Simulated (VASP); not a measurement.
A run of VASP 6.6.1:

The input INCAR:

```
SYSTEM = RbVF3
ALGO = Normal
EDIFF = 1E-7
ENCUT = 520
GGA = CA
ISIF = 2
ISMEAR = 0
ISPIN = 2
LASPH = .True.
LCHARG = .False.
LDAU = .True.
LDAUJ = 0 0 0
LDAUL = -1 2 -1
LDAUPRINT = 1
LDAUTYPE = 2
LDAUU = 0 4 0
LMAXMIX = 4
LORBIT = 11
LREAL = .False.
LWAVE = .False.
MAGMOM = 0 2.48 0.02 0.02 0.02
NBANDS = 34
NELM = 150
PREC = Accurate
SIGMA = 0.05
```

KPOINTS

```
k-points
0
Gamma
  5 5 5
  0 0 0
```

POSCAR

```
RbVF3
1.0
    4.1819996800      0.0000000000      0.0000000000
    0.0000000000      4.1819996800      0.0000000000
    0.0000000000      0.0000000000      4.1819996800
Rb V F
1 1 3
Direct
    0.0000000000      0.0000000000      0.0000000000
    0.5000000000      0.5000000000      0.5000000000
    0.5000000000      0.5000000000      0.0000000000
    0.0000000000      0.5000000000      0.5000000000
    0.5000000000      0.0000000000      0.5000000000
```

Potentials or basis: VASP PAW LDA potentials, release 64 (Rb_sv, V_sv, F).

Launch:

```bash
$ cat potpaw_LDA.64/Rb_sv/POTCAR potpaw_LDA.64/V_sv/POTCAR potpaw_LDA.64/F/POTCAR > POTCAR
$ mpirun -np 1 vasp_std > vasp.out
```

Hardware: 1 thread of Oxide Virtual Turin-like Processor, with other jobs on the host.

Task: How long does it take, and how much memory?

Result: Wall time 92 s on 1 thread of Oxide Virtual Turin-like Processor, on a shared host, peak memory 0.15 GiB. Counts: scf iterations 16, k points 10.
